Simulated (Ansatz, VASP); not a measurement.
Two plane-wave programs on Mo2Os

```
Mo Os
1.0
     4.40768    0.00000    0.00000
    -2.20384    3.81716    0.00000
     0.00000    0.00000    2.74083
Mo Os
2 1
Direct
  0.33333 0.66667 0.50000
  0.66667 0.33333 0.50000
  0.00000 0.00000 0.00000
```

Alike in both runs: functional PBE; k mesh 12 × 12 × 16; occupations gaussian, width 0.1 eV; no spin polarisation.

Ansatz relaxed the structure, and its values are those at the end. VASP's run is a single point on that final structure, the one shown.

|  | VASP | Ansatz |
| --- | --- | --- |
| version | VASP 6.6.1 | Ansatz 0.2.0 |
| potentials or method | VASP PAW PBE potentials, release 64 (Mo_sv, Os), cutoff 520 eV | scalar-relativistic, plane waves, PAW |
| valence electrons in the cell | 36 | 44 |

```tsv
	VASP	Ansatz	Ansatz less VASP
gap on the k mesh at the Fermi level (eV)	none	none	-
pressure (GPa)	0.3	0.0	-0.30
```

A gap of «none» marks a metal or a gap that the smearing closes. VASP's potentials hold 36 valence electrons a cell and Ansatz's 44, so a difference there can come from the potentials and not from the codes.

Neither program's run includes spin-orbit coupling.
